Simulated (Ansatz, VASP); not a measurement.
**Two plane-wave programs on AlAs**

```
Al As
1.0
     0.00000    2.81439    2.81439
     2.81439    0.00000    2.81439
     2.81439    2.81439    0.00000
Al As
1 1
Direct
  0.00000 0.00000 0.00000
  0.25000 0.25000 0.25000
```

Alike in both runs: functional LDA; k mesh 8 × 8 × 8; occupations gaussian, width 0.02 eV; no spin polarisation.

Ansatz relaxed the structure, and its values are those at the end. VASP's run is a single point on that final structure, the one shown.

|  | VASP | Ansatz |
| --- | --- | --- |
| version | VASP 6.6.1 | Ansatz 0.2.0 |
| potentials or method | VASP PAW LDA potentials, release 64 (Al, As), cutoff 500 eV | scalar-relativistic, plane waves, PAW |
| valence electrons in the cell | 8 | 18 |

Ansatz gave:

| Property | Result |
| --- | --- |
| gap on the k mesh at the Fermi level (eV) | 1.32 |
| least direct gap on the mesh (eV) | 1.98 |
| pressure (GPa) | 0.0 |

Task: Estimate VASP's values.

Result: gap on the k mesh at the Fermi level (eV): 1.31; least direct gap on the mesh (eV): 2.02; pressure (GPa): 0.4.

Ansatz warns that its potentials were made for another functional, while VASP's fit it. LDA's correlation is that of Perdew and Zunger in VASP and of Perdew and Wang (1992) in Ansatz. VASP's potentials hold 8 valence electrons a cell and Ansatz's 18, so a difference there can come from the potentials and not from the codes.
